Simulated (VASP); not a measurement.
# SiO2 (P6_322) in VASP: notebook

Runs on SiO2. Level: r2SCAN. Tasks: single point.

Program: VASP 6.6.1. These are calculated values, not measurements. Logs are shortened: lines on timing, memory, paths and dates and some standing lists are left out, and cuts for length are marked.

**1. The cell of the first run**

The structure is hexagonal, space group P6_322 (No. 182). Conventional cell: a = 5.187 Å, b = 5.187 Å, c = 8.515 Å, α = 90.00°, β = 90.00°, γ = 120.00°. Si (site symmetry 3) has 4 O at 1.60 to 1.61 Å within 2.1 Å. O (site symmetry 2) has 2 Si at 1.61 Å within 2.1 Å. Within 2.1 Å of O (site symmetry 32) lie 2 Si at 1.60 Å.

**2. Single point, r2SCAN**

Contents of POSCAR:

```
SiO2
1.0
    5.1871576969      0.0000000000      0.0000000000
   -2.5935788484      4.4922103389      0.0000000000
    0.0000000000      0.0000000000      8.5145919266
Si O
4 8
Direct
    0.6666666667      0.3333333333      0.9381886111
    0.6666666667      0.3333333333      0.5618113889
    0.3333333333      0.6666666667      0.0618113889
    0.3333333333      0.6666666667      0.4381886111
    0.0000000000      0.4471219149      0.0000000000
    0.4471219149      0.4471219149      0.5000000000
    0.5528780851      0.0000000000      0.5000000000
    0.5528780851      0.5528780851      0.0000000000
    0.0000000000      0.5528780851      0.5000000000
    0.6666666667      0.3333333333      0.7500000000
    0.3333333333      0.6666666667      0.2500000000
    0.4471219149      0.0000000000      0.0000000000
```

Contents of INCAR.step1:

```
PREC = Accurate
ENCUT = 520
ISMEAR = 0
SIGMA = 0.02
LREAL = False
LASPH = True
NELM = 80
NBANDS = 44
GGA = PE
ALGO = Normal
EDIFF = 1E-4
LWAVE = True
LCHARG = False
```

Contents of INCAR.step2:

```
PREC = Accurate
ENCUT = 520
EDIFF = 1E-7
ISMEAR = 0
SIGMA = 0.02
LREAL = False
LASPH = True
NELM = 80
ALGO = Normal
ISIF = 2
LWAVE = False
LCHARG = False
METAGGA = R2SCAN
LMIXTAU = True
NBANDS = 44
ISTART = 1
```

Contents of KPOINTS:

```
regular mesh
0
Gamma
  6 6 4
```

Potentials or basis: VASP PAW PBE potentials, release 64 (Si, O).

Command:

```bash
cat potpaw_PBE.64/Si/POTCAR potpaw_PBE.64/O/POTCAR > POTCAR
cp INCAR.step1 INCAR
mpirun -np 1 vasp_std > vasp.out
cp INCAR.step2 INCAR
mpirun -np 1 vasp_std > vasp.out
```

OUTCAR:

```text
PREC = Accurate
   ENCUT = 520
   EDIFF = 1E-7
   ISMEAR = 0
   LREAL = False
   LASPH = True
   NELM = 80
   ISIF = 2
   METAGGA = R2SCAN
   ISTART = 1

 ion  position               nearest neighbor table
   1  0.667  0.333  0.938-  10 1.60   5 1.61  12 1.61   8 1.61
   2  0.667  0.333  0.562-  10 1.60   7 1.61   9 1.61   6 1.61
   3  0.333  0.667  0.062-  11 1.60  12 1.61   5 1.61   8 1.61
   4  0.333  0.667  0.438-  11 1.60   9 1.61   7 1.61   6 1.61
   5  0.000  0.447  0.000-   1 1.61   3 1.61
   6  0.447  0.447  0.500-   4 1.61   2 1.61
   7  0.553  0.000  0.500-   2 1.61   4 1.61
   8  0.553  0.553  0.000-   1 1.61   3 1.61
   9  0.000  0.553  0.500-   4 1.61   2 1.61
  10  0.667  0.333  0.750-   1 1.60   2 1.60
  11  0.333  0.667  0.250-   3 1.60   4 1.60
  12  0.447  0.000  0.000-   3 1.61   1 1.61

  LATTYP: Found a hexagonal cell.
 ALAT       =     5.1871576969
 C/A-ratio  =     1.6414754330

  Lattice vectors:

 A1 = (   5.1871576969,   0.0000000000,   0.0000000000)
 A2 = (  -2.5935788484,   4.4922103389,   0.0000000000)
 A3 = (   0.0000000000,   0.0000000000,   8.5145919266)

Analysis of symmetry for initial positions (statically):
=====================================================================
 Subroutine PRICEL returns:
 Original cell was already a primitive cell.

 Routine SETGRP: Setting up the symmetry group for a
 hexagonal supercell.

 Subroutine GETGRP returns: Found 12 space group operations
 (whereof  6 operations were pure point group operations)
 out of a pool of 24 trial point group operations.

The static configuration has the point symmetry D_3 .
 The point group associated with its full space group is D_6 .

Analysis of symmetry for dynamics (positions and initial velocities):
=====================================================================
 Subroutine PRICEL returns:
 Original cell was already a primitive cell.

 Routine SETGRP: Setting up the symmetry group for a
 hexagonal supercell.

 Subroutine GETGRP returns: Found 12 space group operations
 (whereof  6 operations were pure point group operations)
 out of a pool of 24 trial point group operations.

[... 122 lines left out ...]
   NFREE  =      0    steps in history (QN), initial steepest desc. (CG)
   ISIF   =      2    stress and relaxation
   ISYM   =      2    0-nonsym 1-usesym 2-fastsym
   POTIM  = 0.5000    time-step for ionic-motion
   TEBEG  =    0.0;   TEEND  =   0.0 temperature during run
   PSTRESS=    0.0 pullay stress
   NELECT =      64.0000    total number of electrons
   NUPDOWN=      -1.0000    fix difference up-down
   EMIN   =  10.00;   EMAX   =-10.00  energy-range for DOS
   EFERMI =   0.00;   METHOD = LEGACY
   ISMEAR =     0;   SIGMA  =   0.02  broadening in eV -4-tet -1-fermi 0-gaus
   EFERMI_NEDOS =   21; number of points for ismear=-14 and -15
   IALGO  =     38    algorithm
   IMIX   =      4    mixing-type and parameters
     AMIX     =   0.40;   BMIX     =  1.00
     AMIX_MAG =   1.60;   BMIX_MAG =  1.00
  volume/ion in A,a.u.               =      16.53       111.58
  Fermi-wavevector in a.u.,A,eV,Ry     =   1.122752  2.121693 17.151113  1.260571
  Thomas-Fermi vector in A             =   2.259414
   LORBIT       =      0    0 simple, 1 ext, 2 COOP (PROOUT), +10 PAW based schemes
   METAGGA = R2SCAN    functional components
   LHFCALC =     F    Hartree Fock is set to
   AEXX    =    0.0000 exact exchange contribution
   IVDW    =     0    specifies the selected vdW correction
   LEPSILON=     F    determine dielectric tensor
   LRPA    =     F    only Hartree local field effects (RPA)
 non-spin polarized calculation
 Gauss-broadening in eV      SIGMA  =   0.02
  energy-cutoff  :      520.00
  volume of cell :      198.41
 maximum number of plane-waves:      5408
 NGX is ok and might be reduce to    40
   NGX = 19   NGY = 19   NGZ = 31

 number of electron      63.9999969 magnetization

 Free energy of the ion-electron system (eV)
  ---------------------------------------------------
  ext. energy  EPLUGINS =         0.00000000
  ---------------------------------------------------
  free energy    TOTEN  =      -119.07533876 eV

  energy without entropy =     -119.07533876  energy(sigma->0) =     -119.07533876

 E-fermi :  -1.1016     XC(G=0):  -7.9774

 val. band max:       -1.1852508720   @ k =   0.5000   0.0000   0.0000
 cond. band min:       4.9100162518   @ k =   0.0000   0.0000   0.0000
 fundamental gap:      6.0952671238
 Fermi energy:        -1.1015501779

 k-point     1 :       0.0000    0.0000    0.0000
  band No.  band energies     occupation
      1     -21.5865      2.00000
      2     -21.1688      2.00000
      3     -20.2194      2.00000
      4     -19.6054      2.00000
      5     -19.6054      2.00000
      6     -19.5928      2.00000
[... 976 lines left out ...]
     43      10.8348      0.00000
     44      10.8348      0.00000

------------------------ aborting loop because EDIFF is reached ----------------------------------------

  FORCE on cell =-STRESS in cart. coord.  units (eV):
  Direction    XX          YY          ZZ          XY          YZ          ZX
  --------------------------------------------------------------------------------------
  -------------------------------------------------------------------------------------
  Total       -1.9424774     -1.9424774      0.1268370     -0.0000000      0.0000000      0.0000000
  in kB      -15.6860349    -15.6860349      1.0242436     -0.0000000      0.0000000      0.0000000
  external PRESSURE =     -10.1159421 kB  Pullay stress =       0.0000000 kB

 VOLUME and BASIS-vectors are now :
 -----------------------------------------------------------------------------
  energy-cutoff  :      520.00
  volume of cell :      198.41
      direct lattice vectors                 reciprocal lattice vectors
     5.187157697  0.000000000  0.000000000     0.192783805  0.111303782  0.000000000
    -2.593578848  4.492210339  0.000000000     0.000000000  0.222607564  0.000000000
     0.000000000  0.000000000  8.514591927     0.000000000  0.000000000  0.117445441

 POSITION                                       TOTAL-FORCE (eV/Angst)
 -----------------------------------------------------------------------------------
      2.59358      1.49740      7.98829         0.000000     -0.000000     -0.006191
      2.59358      1.49740      4.78359         0.000000     -0.000000      0.006191
     -0.00000      2.99481      0.52630         0.000000     -0.000000      0.006191
     -0.00000      2.99481      3.73100         0.000000     -0.000000     -0.006191
     -1.15965      2.00857      0.00000        -0.000814      0.001409      0.000000
      1.15965      2.00857      4.25730         0.000814      0.001409      0.000000
      2.86787      0.00000      4.25730        -0.001628     -0.000000      0.000000
      1.43393      2.48364      0.00000        -0.000814     -0.001409      0.000000
     -1.43393      2.48364      4.25730         0.000814     -0.001409      0.000000
      2.59358      1.49740      6.38594         0.000000     -0.000000      0.000000
     -0.00000      2.99481      2.12865         0.000000     -0.000000      0.000000
      2.31929      0.00000      0.00000         0.001628     -0.000000      0.000000
 -----------------------------------------------------------------------------------
    total drift:                               -0.000001      0.000000      0.000000

  FREE ENERGIE OF THE ION-ELECTRON SYSTEM (eV)
  ---------------------------------------------------
  free  energy   TOTEN  =      -119.0753387567 eV

  energy  without entropy=     -119.0753387567  energy(sigma->0) =     -119.07533876
```

It took 16 min on 1 thread of Intel Xeon Platinum 8175M at 2.50GHz (Skylake/Cascade Lake), shared host; peak memory 0.41 GiB.

Results:

```yaml
Free_energy: -119.0753 eV
Pressure: -1.0 GPa
Largest_force: 0.006 eV/Å
Band_gap_on_the_k_mesh: 6.10 eV, indirect (least direct gap 6.11 eV)
```

Forces on the atoms (eV/Å):
```
Si   0.000  0.000 -0.006
Si   0.000  0.000  0.006
Si   0.000  0.000  0.006
Si   0.000  0.000 -0.006
O   -0.001  0.001  0.000
O    0.001  0.001  0.000
O   -0.002  0.000  0.000
O   -0.001 -0.001  0.000
O    0.001 -0.001  0.000
O    0.000  0.000  0.000
O    0.000  0.000  0.000
O    0.002  0.000  0.000
```

Levels at points of the mesh, in eV from the valence-band top:
```csv
k point,band 28,band 29,band 30,band 31,band 32,band 33,band 34,band 35,band 36,band 37
"(0.00, 0.00, 0.00)",-0.94,-0.35,-0.33,-0.01,-0.01,6.10,8.48,8.72,9.37,10.08
"(0.50, 0.00, 0.00)",-1.18,-0.99,-0.78,-0.67,0.00,8.41,8.55,9.28,9.99,10.11
"(0.00, 0.00, 0.50)",-0.60,-0.34,-0.34,-0.28,-0.28,6.87,6.87,9.76,9.76,10.18
"(0.50, 0.00, 0.50)",-1.07,-0.75,-0.75,-0.35,-0.35,8.83,8.83,8.91,8.91,10.17
```

Caveat: the PAW data sets were made with another functional, which shifts forces and pressure a little.

(Continued in part 2 of 2.)
